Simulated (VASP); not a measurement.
Runs of VASP 6.6.1 on TaTe. The structure is that of space group Pm-3m (No. 221), or close to it. The cells are those of the table. 

| task | level | spin | U | cell | k mesh | cutoff (eV) | grid for exact exchange (PRECFOCK) | gap on the mesh (eV) | pressure (GPa) | relaxed volume (Å³/atom) |
| --- | --- | --- | --- | --- | --- | --- | --- | --- | --- | --- |
| single point | PBE | off | - | a = 3.374 Å, 2 atoms | 8 × 8 × 8 | 520 | - | none | 6.7 | - |
| single point | PBE+U | off | Ta d U = 1.0 eV | a = 3.420 Å, 2 atoms | 8 × 8 × 8 | 520 | - | none | 1.5 | - |
| relaxation of cell and atoms | PBE | off | - | relaxed to 2 GPa from a = 3.420 Å, 2 atoms | 8 × 8 × 8 | 600 | - | none | 2.0 | - |
| single point | r2SCAN50 | off | - | a = 3.420 Å, 2 atoms | 4 × 4 × 4 | 520 | Normal | none | -10.0 | - |
| single point | PBE | non-collinear, zero start, SOC | - | a = 3.420 Å, 2 atoms | 8 × 8 × 8 | 520 | - | - | 0.4 | - |
| relaxation of cell and atoms | PBE+D4 | off | - | relaxed from a = 3.420 Å, 2 atoms | 8 × 8 × 8 | 600 | - | none | 0.0 | (c) |
| single point | PBE+D3(BJ) | off | - | a = 3.385 Å, 2 atoms | 8 × 8 × 8 | 520 | - | none | -1.0 | - |
| single point | PBE+U | off | Ta d U = 4.0 eV | a = 3.420 Å, 2 atoms | 8 × 8 × 8 | 520 | - | none | (b) | - |
| single point | PBE | off | - | a = 3.300 Å, 2 atoms | 8 × 8 × 8 | 520 | - | none | (a) | - |
| single point | PBE | off | - | a = 3.397 Å, 2 atoms | 8 × 8 × 8 | 520 | - | none | 3.2 | - |
| relaxation of cell and atoms | PBE+D3(BJ) | off | - | relaxed from a = 3.420 Å, 2 atoms | 8 × 8 × 8 | 600 | - | none | 0.0 | 19.28 |
| single point | PBE | off | - | a = 3.421 Å, 2 atoms | 8 × 8 × 8 | 520 | - | none | 0.0 | - |

Alike in all rows: potentials or basis VASP PAW PBE potentials, release 64 (Ta_pv, Te); smearing fermi-dirac 0.05 eV.

Problem. Fill in the values left out.

Solution. (a) 20.1; (b) 5.7; (c) 19.51.

Caveats: some runs use coarse meshes; spin-orbit coupling is left out, which moves the levels of the heavy elements (some runs); pairwise dispersion overbinds metals, which lowers pressure and volume (some runs); U without spin polarisation on a metal has little footing (some runs); the U is typed as a test and isn't derived for this compound (some runs); the cell is relaxed towards a set pressure, so the enthalpy falls and the energy may rise (some runs); the PAW data sets were made with another functional, which shifts forces and pressure a little (some runs); three body term missing (some runs).

A k mesh can miss the band edges, and rows without SOC leave out spin-orbit coupling on Ta, Te.

A gap of «none» marks levels without a gap at the run's occupations.
